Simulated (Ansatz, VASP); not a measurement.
One calculation of H, two programs

```
CELL_PARAMETERS angstrom
-1.41313 1.41313 1.93155
1.41313 -1.41313 1.93155
1.41313 1.41313 -1.93155
ATOMIC_POSITIONS crystal
H 0.90020 0.90020 0.00000
H 0.09980 0.09980 0.00000
```

Alike in both runs: functional LDA; k mesh 14 × 14 × 14; occupations fermi-dirac, width 0.1 eV; no spin polarisation.

Ansatz relaxed the structure, and its values are those at the end. VASP's run is a single point on that final structure, the one shown.

```csv
,VASP,Ansatz
version,VASP 6.6.1,Ansatz 0.2.0
potentials or method,"VASP PAW LDA potentials, release 64 (H)","PAW with Ansatz's default frozen-core files, scalar-relativistic"
plane-wave cutoff (eV),520,420
valence electrons in the cell,2,2
```

|  | VASP | Ansatz | Ansatz less VASP |
| --- | --- | --- | --- |
| pressure (GPa) | -0.3 | 0.0 | +0.26 |
| rms of the force components (eV/Å) | 0.010 | 0.000 | -0.0094 |

LDA's correlation is that of Perdew and Zunger in VASP and of Perdew and Wang (1992) in Ansatz.
